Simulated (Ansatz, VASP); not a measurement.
## PbS in VASP and in Ansatz

The input POSCAR:

```
PbS
1.0
    2.0841087231      1.2032607323      3.4052630159
   -2.0841087231      1.2032607323      3.4052630159
    0.0000000000     -2.4065214646      3.4052630159
Pb S
1 1
Direct
    0.9805657800      0.9805657800      0.9805657800
    0.4750355500      0.4750355500      0.4750355500
```

INCAR.step1

```
  PREC = Accurate
  ENCUT = 520
  ISMEAR = -1
  SIGMA = 0.05
  LREAL = False
  LASPH = True
  NELM = 100
  NBANDS = 17
  GGA = PE
  ALGO = Normal
  EDIFF = 1E-4
  LWAVE = True
  LCHARG = False
```

Contents of INCAR.step2:

```
  PREC = Accurate
  ENCUT = 520
  EDIFF = 1E-6
  ISMEAR = -1
  SIGMA = 0.05
  LREAL = False
  LASPH = True
  NELM = 100
  ALGO = Normal
  ISIF = 2
  LWAVE = False
  LCHARG = False
  METAGGA = R2SCAN
  LMIXTAU = True
  NBANDS = 17
  ISTART = 1
```

The input KPOINTS:

```
Automatic mesh
0
Gamma
  8 8 8
```

File input.yaml:

```yaml
crystal:
  lattice:
    - [2.0841087231, 1.2032607323, 3.4052630159]
    - [-2.0841087231, 1.2032607323, 3.4052630159]
    - [0.0, -2.4065214646, 3.4052630159]
  atoms:
    - { symbol: Pb, position: [0.98056578, 0.98056578, 0.98056578] }
    - { symbol: S, position: [0.47503555, 0.47503555, 0.47503555] }
hamiltonian:
  xc: r2scan
  pseudopotentials: { kind: paw }
kpoints:
  mp_grid: { grid: [8, 8, 8] }
scf:
  occupations: { method: fermi_dirac, width: 0.05 }
output:
  forces: true
  stress: true
  eigenvalues: true
```

Alike in both runs: task single point; functional r2SCAN; k mesh 8 × 8 × 8; occupations fermi-dirac, width 0.05 eV; no spin polarisation.

```csv
,VASP,Ansatz
version,VASP 6.6.1,Ansatz 0.2.0
potentials or method,"VASP PAW PBE potentials, release 64 (Pb_d, S)",Ansatz PAW
plane-wave cutoff (eV),520,500
valence electrons in the cell,20,20
```

VASP gave:

```
gap on the k mesh at the Fermi level (eV) : 0.56
least direct gap on the mesh (eV)         : 0.56
pressure (GPa)                            : 2.5
rms of the force components (eV/Å)        : 0.021
```

Question: Estimate Ansatz's values.

Answer: gap on the k mesh at the Fermi level (eV): 0.55; least direct gap on the mesh (eV): 0.55; pressure (GPa): 2.5; rms of the force components (eV/Å): 0.019.

VASP's potentials were made for PBE, not for r2SCAN. Atom by atom the forces differ by 0.002 eV/Å (rms over components).

Neither program's run includes spin-orbit coupling.
